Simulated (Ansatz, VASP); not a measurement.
**Two plane-wave programs on Si2Ge3**

```
CELL_PARAMETERS angstrom
4.07613 0.00000 0.00000
0.00000 4.07613 0.00000
0.00000 0.00000 6.48316
ATOMIC_POSITIONS crystal
Si 0.00000 0.00000 0.73262
Si 0.50000 0.50000 0.25078
Ge 0.50000 0.00000 0.96698
Ge 0.00000 0.50000 0.96698
Ge 0.00000 0.00000 0.35264
```

Change from the starting cell: species swapped into the Cu3Te2 type (P4mm, No. 99).

Alike in both runs: functional PBE; k mesh 4 × 4 × 4; occupations gaussian, width 0.1 eV; no spin polarisation.

Ansatz relaxed the structure, and its values are those at the end. VASP's run is a single point on that final structure, the one shown.

|  | VASP | Ansatz |
| --- | --- | --- |
| version | VASP 6.6.1 | Ansatz 0.2.0 |
| potentials or method | VASP PAW PBE potentials, release 64 (Si, Ge_d), cutoff 520 eV | scalar-relativistic, plane waves, PAW |
| valence electrons in the cell | 50 | 50 |

```tsv
	VASP	Ansatz	Ansatz less VASP
gap on the k mesh at the Fermi level (eV)	none	none	-
pressure (GPa)	0.0	0.0	0.00
rms of the force components (eV/Å)	0.003	0.003	+0.0001
```

A gap of «none» marks a metal or a gap that the smearing closes.

The k mesh is coarse, so the values compare programs but aren't converged.
